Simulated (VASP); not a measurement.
Set up this calculation in VASP 6.6.1, as the native input.

```yaml
Task: single point
Functional: PBEsol
Potentials_or_basis: VASP PAW PBE potentials, release 64 (B, N)
Cutoff: 520 eV
k_mesh: 12 × 12 × 4
Occupations: gaussian, width 0.05 eV
Spin: no spin polarisation
Dipole_correction: no
Further_INCAR_settings: ALGO = Normal; EDIFF = 1e-07; NBANDS = 16
```

The structure of BN lies in POSCAR:

```
BN
1.0
    2.4578593407      0.0000000000      0.0000000000
   -1.2289296704      2.1285686280      0.0000000000
    0.0000000000      0.0000000000      6.4231238151
B N
2 2
Direct
    0.3333333333      0.6666666667      0.2500000000
    0.6666666667      0.3333333333      0.7500000000
    0.3333333333      0.6666666667      0.7500000000
    0.6666666667      0.3333333333      0.2500000000
```

This cell differs from its parent crystal: volume 8.401 Å^3 an atom, c/a of the conventional cell 2.6133.

One way to write it, as run:

INCAR

```
PREC = Accurate
ENCUT = 520
EDIFF = 1E-7
ISMEAR = 0
SIGMA = 0.05
LREAL = False
LASPH = True
NELM = 80
ALGO = Normal
ISIF = 2
LWAVE = False
LCHARG = False
GGA = PS
NBANDS = 16
```

KPOINTS

```
regular mesh
0
Gamma
  12 12 4
```

Potentials or basis: VASP PAW PBE potentials, release 64 (B, N).

Command:

```bash
$ cat potpaw_PBE.64/B/POTCAR potpaw_PBE.64/N/POTCAR > POTCAR
$ mpirun -np 1 vasp_std > vasp.out
```

It gave:

- Pressure: 16.3 GPa
- Band gap on the k mesh: 4.18 eV, indirect (least direct gap 4.61 eV)

Caveat: the PAW data sets were made with another functional, which shifts forces and pressure a little; this functional lacks dispersion, which binds the layers, so the pressure and a relaxed spacing across them are unreliable.

Run time: 15 s on 1 thread of AMD EPYC 9R45 96-Core Processor (Zen 5), with other jobs on the host, peak memory 0.12 GiB.
